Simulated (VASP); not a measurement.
# NdHf (P4/mmm) in VASP: further runs

The runs below take NdHf through relaxation of cell and atoms, with PBE.

Everything below comes from runs of VASP 6.6.1. Logs are shortened: lines on timing, memory, paths and dates and some standing lists are left out, and cuts for length are marked.

## Step 1: The cell of the first run

It takes space group P4/mmm (No. 123, tetragonal). The conventional cell has a = 4.853 Å, b = 4.853 Å, c = 6.063 Å, α = 90.00°, β = 90.00°, γ = 90.00°. Nd (site symmetry 4/mmm) has 6 Hf at 3.03 to 3.43 Å and 8 Nd at 3.88 Å within 4.0 Å. Within 3.2 Å of Nd (site symmetry mmm) lie 4 Hf at 2.43 Å. Within 4.0 Å of Hf (site symmetry 4/mmm) lie 2 Hf at 3.03 Å and 12 Nd at 3.43 to 3.88 Å. Hf (site symmetry 4/mmm) has 4 Nd at 2.43 Å and 2 Hf at 3.03 Å within 3.2 Å. Within 3.2 Å of Hf (site symmetry 4/mmm) lie 6 Nd at 2.43 to 3.03 Å.

The cell was generated, and may not be a known phase.

## Step 2: Relaxation of cell and atoms, PBE

INCAR reads:

```
PREC     = Accurate       # precision mode
ENCUT    = 500            # plane-wave cutoff, eV
EDIFF    = 1E-7           # SCF threshold, eV
ISMEAR   = 0              # smearing method
SIGMA    = 0.2            # smearing width, eV
LREAL    = F              # projectors in reciprocal space
LASPH    = T              # aspherical terms in the spheres
NELM     = 200            # most SCF steps
ALGO     = Normal         # electronic algorithm
ISIF     = 3              # what is computed and relaxed
LWAVE    = F              # write WAVECAR
LCHARG   = F              # write CHGCAR
GGA      = PE             # functional
IBRION   = 2              # ionic algorithm
NSW      = 36             # ionic steps
EDIFFG   = -0.08          # ionic threshold
GGA_COMPAT= F            
NELMIN   = 4            
LMAXMIX  = 6              # l up to which the mixer works
```

KPOINTS reads:

```
regular mesh
0
Gamma
  4 4 3
```

POSCAR reads:

```
NdHf
1.0
    4.8527911600      0.0000000000      0.0000000000
    0.0000000000      4.8527911600      0.0000000000
    0.0000000000      0.0000000000      6.0630488300
Nd Hf
3 3
Direct
    0.0000000000      0.0000000000      0.5000000000
    0.0000000000      0.5000000000      0.0000000000
    0.5000000000      0.0000000000      0.0000000000
    0.5000000000      0.5000000000      0.5000000000
    0.5000000000      0.5000000000      0.0000000000
    0.0000000000      0.0000000000      0.0000000000
```

Potentials or basis: VASP PAW PBE potentials, release 64 (Nd_3, Hf_pv), 4f in core.

Command:

```console
cat potpaw_PBE.64/Nd_3/POTCAR potpaw_PBE.64/Hf_pv/POTCAR > POTCAR
mpirun -np 1 vasp_std > vasp.out
```

OUTCAR:

```text
PREC = Accurate
   ENCUT = 500
   EDIFF = 1E-7
   ISMEAR = 0
   LREAL = F
   LASPH = T
   NELM = 200
   ISIF = 3
   GGA = PE
   IBRION = 2
   NSW = 36
   EDIFFG = -0.08
   NELMIN = 4

 ion  position               nearest neighbor table
   1  0.000  0.000  0.500-   6 3.03   6 3.03   4 3.43   4 3.43   4 3.43   4 3.43
   2  0.000  0.500  0.000-   5 2.43   6 2.43   6 2.43   5 2.43   3 3.43   3 3.43   3 3.43   3 3.43

   3  0.500  0.000  0.000-   5 2.43   6 2.43   5 2.43   6 2.43   2 3.43   2 3.43   2 3.43   2 3.43

   4  0.500  0.500  0.500-   5 3.03   5 3.03   1 3.43   1 3.43   1 3.43   1 3.43
   5  0.500  0.500  0.000-   2 2.43   3 2.43   3 2.43   2 2.43   4 3.03   4 3.03   6 3.43   6 3.43
                             6 3.43   6 3.43
   6  0.000  0.000  0.000-   2 2.43   3 2.43   2 2.43   3 2.43   1 3.03   1 3.03   5 3.43   5 3.43
                             5 3.43   5 3.43

  LATTYP: Found a simple tetragonal cell.
 ALAT       =     4.8527911600
 C/A-ratio  =     1.2493941384

  Lattice vectors:

 A1 = (   4.8527911600,   0.0000000000,   0.0000000000)
 A2 = (   0.0000000000,   4.8527911600,   0.0000000000)
 A3 = (   0.0000000000,   0.0000000000,   6.0630488300)

Analysis of symmetry for initial positions (statically):
=====================================================================
 Subroutine PRICEL returns:
 Original cell was already a primitive cell.

 Routine SETGRP: Setting up the symmetry group for a
 simple tetragonal supercell.

 Subroutine GETGRP returns: Found 16 space group operations
 (whereof 16 operations were pure point group operations)
 out of a pool of 16 trial point group operations.

The static configuration has the point symmetry D_4h.

Analysis of symmetry for dynamics (positions and initial velocities):
=====================================================================
 Subroutine PRICEL returns:
 Original cell was already a primitive cell.

 Routine SETGRP: Setting up the symmetry group for a
 simple tetragonal supercell.

 Subroutine GETGRP returns: Found 16 space group operations
 (whereof 16 operations were pure point group operations)
 out of a pool of 16 trial point group operations.

The dynamic configuration has the point symmetry D_4h.

 Subroutine INISYM returns: Found 16 space group operations
 (whereof 16 operations are pure point group operations),
 and found     1 'primitive' translations

----------------------------------------------------------------------------------------

                                     Primitive cell

  volume of cell :     142.7823

  direct lattice vectors                    reciprocal lattice vectors
     4.852791160  0.000000000  0.000000000     0.206066976  0.000000000  0.000000000
     0.000000000  4.852791160  0.000000000     0.000000000  0.206066976  0.000000000
     0.000000000  0.000000000  6.063048830     0.000000000  0.000000000  0.164933522

  length of vectors
     4.852791160  4.852791160  6.063048830     0.206066976  0.206066976  0.164933522

  position of ions in fractional coordinates (direct lattice)
     0.000000000  0.000000000  0.500000000
     0.000000000  0.500000000  0.000000000
     0.500000000  0.000000000  0.000000000
     0.500000000  0.500000000  0.500000000
     0.500000000  0.500000000  0.000000000
     0.000000000  0.000000000  0.000000000

  ion indices of the primitive-cell ions
   primitive index   ion index
                 1           1
                 2           2
                 3           3
                 4           4
                 5           5
                 6           6

----------------------------------------------------------------------------------------

 KPOINTS: regular mesh

Automatic generation of k-mesh.
 Grid dimensions read from file:
 generate k-points for:    4    4    3

 Generating k-lattice:

  Cartesian coordinates                     Fractional coordinates (reciprocal lattice)
     0.051516744  0.000000000  0.000000000     0.250000000  0.000000000  0.000000000
     0.000000000  0.051516744  0.000000000     0.000000000  0.250000000  0.000000000
     0.000000000  0.000000000  0.054977841     0.000000000  0.000000000  0.333333333

  Length of vectors
     0.051516744  0.051516744  0.054977841

  Shift w.r.t. Gamma in fractional coordinates (k-lattice)
     0.000000000  0.000000000  0.000000000

 Subroutine IBZKPT returns following result:
 ===========================================

 Found     12 irreducible k-points:

 Following reciprocal coordinates:
            Coordinates               Weight
  0.000000  0.000000  0.000000      1.000000
  0.250000  0.000000  0.000000      4.000000
  0.500000  0.000000  0.000000      2.000000
  0.250000  0.250000  0.000000      4.000000
  0.500000  0.250000  0.000000      4.000000
  0.500000  0.500000  0.000000      1.000000
  0.000000  0.000000  0.333333      2.000000
  0.250000  0.000000  0.333333      8.000000
  0.500000  0.000000  0.333333      4.000000
  0.250000  0.250000  0.333333      8.000000
  0.500000  0.250000  0.333333      8.000000
  0.500000  0.500000  0.333333      2.000000
   k-points           NKPTS =     12   k-points in BZ     NKDIM =     12   number of bands    NBANDS=     37
   number of dos      NEDOS =    301   number of ions     NIONS =      6
   total plane-waves  NPLWV =  62208
   dimension x,y,z NGX =    36 NGY =   36 NGZ =   48
   dimension x,y,z NGXF=    72 NGYF=   72 NGZF=   96
   ions per type =               3   3
   NGX,Y,Z   is equivalent  to a cutoff of  12.33, 12.33, 13.16 a.u.
   NGXF,Y,Z  is equivalent  to a cutoff of  24.67, 24.67, 26.32 a.u.
 SYSTEM =  unknown system
   PREC   = accura    normal or accurate (medium, high low for compatibility)
   ISTART =      0    job   : 0-new  1-cont  2-samecut
   ICHARG =      2    charge: 1-file 2-atom 10-const
   ISPIN  =      1    spin polarized calculation?
   LNONCOLLINEAR =      F non collinear calculations
   LSORBIT =      F    spin-orbit coupling
   LASPH  =      T    aspherical Exc in radial PAW
   ENCUT  =  500.0 eV  36.75 Ry    6.06 a.u.   8.85  8.85 11.05*2*pi/ulx,y,z
   NELM   =    200;   NELMIN=  4; NELMDL= -5     # of ELM steps
   EDIFF  = 0.1E-06   stopping-criterion for ELM
   LREAL  =      F    real-space projection
   EDIFFG = -.8E-01   stopping-criterion for IOM
   NSW    =     36    number of steps for IOM
   IBRION =      2    ionic relax: 0-MD 1-quasi-New 2-CG
   NFREE  =      1    steps in history (QN), initial steepest desc. (CG)
   ISIF   =      3    stress and relaxation
   ISYM   =      2    0-nonsym 1-usesym 2-fastsym
   POTIM  = 0.5000    time-step for ionic-motion
   TEBEG  =    0.0;   TEEND  =   0.0 temperature during run
   PSTRESS=    0.0 pullay stress
   NELECT =      63.0000    total number of electrons
   NUPDOWN=      -1.0000    fix difference up-down
   EMIN   =  10.00;   EMAX   =-10.00  energy-range for DOS
   EFERMI =   0.00;   METHOD = LEGACY
   ISMEAR =     0;   SIGMA  =   0.20  broadening in eV -4-tet -1-fermi 0-gaus
   EFERMI_NEDOS =   21; number of points for ismear=-14 and -15
   IALGO  =     38    algorithm
   IMIX   =      4    mixing-type and parameters
     AMIX     =   0.40;   BMIX     =  1.00
     AMIX_MAG =   1.60;   BMIX_MAG =  1.00
  volume/ion in A,a.u.               =      23.80       160.59
  Fermi-wavevector in a.u.,A,eV,Ry     =   1.246322  2.355207 21.134181  1.553319
  Thomas-Fermi vector in A             =   2.380505
   LORBIT       =      0    0 simple, 1 ext, 2 COOP (PROOUT), +10 PAW based schemes
   GGA     = PE    functional components
   LHFCALC =     F    Hartree Fock is set to
   AEXX    =    0.0000 exact exchange contribution
   IVDW    =     0    specifies the selected vdW correction
   LEPSILON=     F    determine dielectric tensor
   LRPA    =     F    only Hartree local field effects (RPA)
 conjugate gradient relaxation of ions
 non-spin polarized calculation
 Gauss-broadening in eV      SIGMA  =   0.20
  energy-cutoff  :      500.00
  volume of cell :      142.78
 maximum number of plane-waves:      3639
 NGX is ok and might be reduce to    36

--------------------------------------- Ionic step        1  -------------------------------------------

 number of electron      63.0000004 magnetization

 Free energy of the ion-electron system (eV)
  ---------------------------------------------------
  ext. energy  EPLUGINS =         0.00000000
  ---------------------------------------------------
  free energy    TOTEN  =       -29.34583446 eV

  energy without entropy =      -29.15963973  energy(sigma->0) =      -29.25273710

 E-fermi :   4.7680     XC(G=0): -10.9630

 val. band max:        4.7451833752   @ k =   0.5000   0.2500   0.3333
 cond. band min:       4.7730733807   @ k =   0.5000   0.0000   0.3333
 fundamental gap:      0.0278900055
 Fermi energy:         4.7679986483

 k-point     1 :       0.0000    0.0000    0.0000
  band No.  band energies     occupation
      1     -32.8040      2.00000
      2     -32.6264      2.00000
      3     -32.5119      2.00000
      4     -26.7177      2.00000
      5     -26.7177      2.00000
      6     -26.6427      2.00000
[... 29 lines left out ...]
     36       6.0127      0.00000
     37       7.2208      0.00000
[... 740 lines left out ...]
 POSITION                                       TOTAL-FORCE (eV/Angst)
 -----------------------------------------------------------------------------------
     -0.00000      0.00000      2.78721        -0.000000      0.000000      0.000000
      0.00000      2.99753      0.00000         0.000000      0.000000      0.000000
      2.99753      0.00000     -0.00000        -0.000000      0.000000      0.000000
      2.99753      2.99753      2.78721         0.000000      0.000000      0.000000
      2.99753      2.99753     -0.00000         0.000000      0.000000      0.000000
      0.00000      0.00000      0.00000        -0.000000      0.000000      0.000000
 -----------------------------------------------------------------------------------
    total drift:                                0.000000      0.000000     -0.000000

  FREE ENERGIE OF THE ION-ELECTRON SYSTEM (eV)
  ---------------------------------------------------
  free  energy   TOTEN  =       -37.7324739150 eV

  energy  without entropy=      -37.5410769361  energy(sigma->0) =      -37.63677543

--------------------------------------- Ionic step        9  -------------------------------------------

 number of electron      62.9999995 magnetization

 Free energy of the ion-electron system (eV)
  ---------------------------------------------------
  ext. energy  EPLUGINS =         0.00000000
  ---------------------------------------------------
  free energy    TOTEN  =       -37.73518169 eV

  energy without entropy =      -37.54314025  energy(sigma->0) =      -37.63916097

 E-fermi :   2.7500     XC(G=0):  -9.4749

 val. band max:        2.7273891800   @ k =   0.5000   0.2500   0.3333
 cond. band min:       2.7552397874   @ k =   0.5000   0.2500   0.3333
 fundamental gap:      0.0278506074
 Fermi energy:         2.7500287018

 k-point     1 :       0.0000    0.0000    0.0000
  band No.  band energies     occupation
      1     -35.3155      2.00000
      2     -34.6980      2.00000
      3     -34.6864      2.00000
      4     -28.8583      2.00000
      5     -28.8583      2.00000
      6     -28.7745      2.00000
[... 29 lines left out ...]
     36       3.8495      0.00000
     37       3.8495      0.00000
[... 451 lines left out ...]
 VOLUME and BASIS-vectors are now :
 -----------------------------------------------------------------------------
  energy-cutoff  :      500.00
  volume of cell :      202.20
      direct lattice vectors                 reciprocal lattice vectors
     6.024476284  0.000000000 -0.000000000     0.165989532  0.000000000  0.000000000
     0.000000000  6.024476284 -0.000000000     0.000000000  0.165989532  0.000000000
    -0.000000000 -0.000000000  5.571112750     0.000000000  0.000000000  0.179497354

 POSITION                                       TOTAL-FORCE (eV/Angst)
 -----------------------------------------------------------------------------------
      6.02448     -0.00000      2.78556        -0.000000     -0.000000      0.000000
      0.00000      3.01224     -0.00000        -0.000000     -0.000000      0.000000
      3.01224     -0.00000      5.57111         0.000000      0.000000      0.000000
      3.01224      3.01224      2.78556         0.000000      0.000000      0.000000
      3.01224      3.01224     -0.00000         0.000000      0.000000      0.000000
      6.02448     -0.00000      5.57111        -0.000000     -0.000000      0.000000
 -----------------------------------------------------------------------------------
    total drift:                                0.000000      0.000000      0.000000

  FREE ENERGIE OF THE ION-ELECTRON SYSTEM (eV)
  ---------------------------------------------------
  free  energy   TOTEN  =       -37.7351816915 eV

  energy  without entropy=      -37.5431402515  energy(sigma->0) =      -37.63916097

 reached required accuracy - stopping structural energy minimisation
```

It took 4.5 min on 1 thread of Intel Xeon 6975P-C (Granite Rapids), shared host; peak memory 0.27 GiB.

What came out:

```
Free energy                           : -37.7352 eV
Relaxed volume                        : 33.70 Å³/atom
Relaxed cell                          : a = 6.024 Å, b = 6.024 Å, c = 5.571 Å, α = 90.00°, β = 90.00°, γ = 90.00°
Space group after relaxing (to 0.1 Å) : P4/mmm (No. 123)
Energy gained by relaxing             : 1398.2 meV/atom
Ionic steps                           : 9
Pressure after relaxing               : 0.0 GPa
Band gap on the k mesh                : zero (an odd number of electrons rules out a gap without spin polarisation)
```

The path:
| step | energy change (eV) | largest force (eV/Å) | pressure (GPa) | volume (Å³) |
| --- | --- | --- | --- | --- |
| 1 | 0.0000 | 0.0000 | 35.78 | 142.78 |
| 2 | -6.3737 | 0.0000 | -7.15 | 273.67 |
| 3 | -7.9679 | 0.0000 | -1.74 | 211.13 |
| 4 | -7.9759 | 0.0000 | -2.56 | 216.10 |
| 5 | -7.9772 | 0.0000 | -2.30 | 214.48 |
| 6 | -8.3786 | 0.0000 | -0.07 | 202.35 |
| 7 | -8.3867 | 0.0000 | 0.33 | 200.63 |
| 8 | -8.3866 | 0.0000 | 0.39 | 200.35 |
| 9 | -8.3893 | 0.0000 | 0.03 | 202.20 |

Final structure:
```
Nd Hf
1.0
     6.02448    0.00000    0.00000
     0.00000    6.02448    0.00000
     0.00000    0.00000    5.57111
Nd Hf
3 3
Direct
  0.00000 0.00000 0.50000
  0.00000 0.50000 0.00000
  0.50000 0.00000 0.00000
  0.50000 0.50000 0.50000
  0.50000 0.50000 0.00000
  0.00000 0.00000 0.00000
```

Levels at points of the mesh, in eV from the Fermi level:
| k point | band 28 | band 29 | band 30 | band 31 | band 32 | band 33 | band 34 | band 35 | band 36 | band 37 |
| --- | --- | --- | --- | --- | --- | --- | --- | --- | --- | --- |
| (0.00, 0.00, 0.00) | -1.19 | -1.07 | -0.96 | -0.84 | -0.84 | -0.66 | 0.30 | 0.91 | 1.10 | 1.10 |
| (0.50, 0.00, 0.00) | -1.05 | -1.04 | -0.99 | -0.91 | -0.63 | -0.58 | 0.50 | 0.67 | 1.27 | 1.49 |
| (0.50, 0.50, 0.00) | -0.62 | -0.60 | -0.27 | -0.27 | 0.24 | 0.62 | 0.69 | 0.69 | 0.97 | 1.35 |

Caveat: the volume moved by over 15 % at a fixed basis, so the end points are rough; spin-orbit coupling is left out, which moves the levels of the heavy elements; the 4f electrons are frozen in the core, so they carry no moment and show no levels.

## Step 3: Relaxation of cell and atoms, PBE

This run uses another cell than the first one: it holds 2 atoms, not 6.

INCAR reads:

```
SYSTEM = NdHf
PREC     = Accurate       ! precision mode
ENCUT    = 500            ! plane-wave cutoff, eV
EDIFF    = 1E-7           ! SCF threshold, eV
ISMEAR   = 0              ! smearing method
SIGMA    = 0.1            ! smearing width, eV
LREAL    = .False.        ! projectors in reciprocal space
LASPH    = .True.         ! aspherical terms in the spheres
NELM     = 200            ! most SCF steps
ALGO     = Normal         ! electronic algorithm
ISIF     = 3              ! what is computed and relaxed
LWAVE    = .False.        ! write WAVECAR
LCHARG   = .False.        ! write CHGCAR
GGA      = PE             ! functional
IBRION   = 2              ! ionic algorithm
NSW      = 100            ! ionic steps
EDIFFG   = -0.01          ! ionic threshold
GGA_COMPAT= .False.      
NELMIN   = 4            
LMAXMIX  = 6              ! l up to which the mixer works
```

KPOINTS reads:

```
Automatic mesh
0
Gamma
  14 14 10
  0 0 0
```

POSCAR reads:

```
NdHf
1.0
    3.3616956565      0.0000000000      0.0000000000
    0.0000000000      3.3616956565      0.0000000000
    0.0000000000      0.0000000000      4.8328145687
Nd Hf
1 1
Direct
    0.0000000000      0.0000000000      0.0000000000
    0.5000000000      0.5000000000      0.5000000000
```

Potentials or basis: VASP PAW PBE potentials, release 64 (Nd_3, Hf_pv), 4f in core.

Command:

```console
cat potpaw_PBE.64/Nd_3/POTCAR potpaw_PBE.64/Hf_pv/POTCAR > POTCAR
mpirun -np 1 vasp_std > vasp.out
```

It took 3.3 min on 1 thread of Intel Xeon 6975P-C (Granite Rapids), shared host; peak memory 0.33 GiB.

It converged, with:

- Free energy: -14.0791 eV
- Relaxed volume: 27.56 Å³/atom
- Relaxed cell: a = 3.359 Å, b = 3.359 Å, c = 4.886 Å, α = 90.00°, β = 90.00°, γ = 90.00°
- Space group after relaxing (to 0.1 Å): P4/mmm (No. 123)
- Energy gained by relaxing: 0.8 meV/atom
- Ionic steps: 5
- Pressure after relaxing: 0.0 GPa
- Band gap on the k mesh: zero (an odd number of electrons rules out a gap without spin polarisation)

Step by step:
```
step  energy change (eV)  largest force (eV/Å)  pressure (GPa)  volume (Å³)
   1              0.0000                0.0000            0.58        54.62
   2             -0.0011                0.0000           -0.29        55.41
   3             -0.0012                0.0000           -0.06        55.19
   4             -0.0014                0.0000           -0.04        55.17
   5             -0.0016                0.0000            0.00        55.12
```

Final structure:
```xyz
2
Lattice="3.3587 0.0000 0.0000 0.0000 3.3587 0.0000 0.0000 0.0000 4.8864" Properties=species:S:1:pos:R:3 pbc="T T T"
Nd    0.0000    0.0000    0.0000
Hf    1.6793    1.6793    2.4432
```

Levels at points of the mesh, in eV from the Fermi level:
| k point | band 7 | band 8 | band 9 | band 10 | band 11 | band 12 | band 13 | band 14 |
| --- | --- | --- | --- | --- | --- | --- | --- | --- |
| (0.00, 0.00, 0.00) | -18.05 | -5.60 | -2.54 | -1.75 | 1.22 | 1.40 | 1.40 | 2.97 |
| (0.50, 0.00, 0.00) | -17.93 | -2.10 | -1.54 | -0.45 | 0.15 | 0.17 | 0.34 | 2.10 |
| (0.50, 0.50, 0.00) | -18.28 | -3.11 | -2.28 | -1.82 | -1.82 | 3.00 | 3.00 | 5.15 |
| (0.00, 0.00, 0.50) | -18.05 | -3.88 | -2.63 | -0.72 | -0.43 | 0.93 | 1.73 | 2.57 |
| (0.50, 0.00, 0.50) | -17.93 | -3.56 | -2.06 | 0.70 | 0.91 | 1.27 | 1.30 | 1.35 |
| (0.50, 0.50, 0.50) | -18.33 | -1.83 | -1.03 | -0.41 | -0.41 | 0.33 | 0.33 | 1.25 |

Caveat: spin-orbit coupling is left out, which moves the levels of the heavy elements; the 4f electrons are frozen in the core, so they carry no moment and show no levels. Spin polarisation is off, so any magnetic state and its effect on volume and gap are missing.

The gap in the log of VASP goes by the Fermi energy; the results here count the filled bands.